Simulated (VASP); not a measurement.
A run of VASP 6.6.1 is set up as follows.

INCAR

```
PREC = Accurate
ENCUT = 600
EDIFF = 1E-7
ISMEAR = 0
SIGMA = 0.1
LREAL = False
LASPH = True
NELM = 80
ALGO = Fast
ISIF = 4
LWAVE = False
LCHARG = False
GGA = PE
IBRION = 2
NSW = 50
EDIFFG = -0.01
```

Contents of KPOINTS:

```
Automatic mesh
0
Gamma
  12 12 8
```

The input POSCAR:

```
Al3FeCo2
1.0
    3.8705759429      0.0000000000      0.0000000000
   -1.9352879714      3.3520170939      0.0000000000
    0.0000000000      0.0000000000      4.7378132663
Al Fe Co
3 1 2
Direct
    0.0000000000      0.0000000000      0.0000000000
    0.6666666667      0.3333333333      0.3343748559
    0.3333333333      0.6666666667      0.6656251441
    0.0000000000      0.0000000000      0.5000000000
    0.3333333333      0.6666666667      0.1651976731
    0.6666666667      0.3333333333      0.8348023269
```

Potentials or basis: VASP PAW PBE potentials, release 64 (Al, Fe, Co).

Command:

```console
$ cat potpaw_PBE.64/Al/POTCAR potpaw_PBE.64/Fe/POTCAR potpaw_PBE.64/Co/POTCAR > POTCAR
$ mpirun -np 1 vasp_std > vasp.out
```

Problem. What does it give for the band gap on the k mesh?

Solution. Zero (an odd number of electrons rules out a gap without spin polarisation).

Final structure:
```
Al Fe Co
1.0
     3.87054    0.00000    0.00000
    -1.93527    3.35199    0.00000
     0.00000    0.00000    4.73790
Al Fe Co
3 1 2
Direct
  0.00000 0.00000 0.00000
  0.66667 0.33333 0.33430
  0.33333 0.66667 0.66570
  0.00000 0.00000 0.50000
  0.33333 0.66667 0.16495
  0.66667 0.33333 0.83505
```

Caveat: the run has no spin polarisation, though such a crystal can be magnetic. Spin polarisation is off, so any magnetic state and its effect on volume and gap are missing.
